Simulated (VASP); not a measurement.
Runs of VASP 6.6.1 on LaBPd3. The structure is that of space group Pm-3m (No. 221), or close to it. The cells are those of the table. 

| cell | gap on the mesh (eV) | pressure (GPa) |
| --- | --- | --- |
| a = 4.312 Å, 5 atoms | none | (a) |
| a = 4.143 Å, 5 atoms | none | 25.0 |
| a = 4.201 Å, 5 atoms | none | (b) |
| a = 4.285 Å, 5 atoms | none | 3.2 |
| a = 4.172 Å, 5 atoms | none | 19.7 |

Alike in all rows: task single point; level LDA; potentials or basis VASP PAW LDA potentials, release 64 (La, B, Pd); no spin polarisation; k mesh 6 × 6 × 6; cutoff (eV) 520; smearing fermi-dirac 0.1 eV.

Q: Estimate the missing entries.

A: (a) 0.1; (b) 14.9.

Caveats: spin-orbit coupling is left out, which moves the levels of the heavy elements; the cell stands under pressure (at least some runs).

A k mesh can miss the band edges, and the runs leave out spin-orbit coupling on La, Pd.

A gap of «none» marks levels without a gap at the run's occupations.
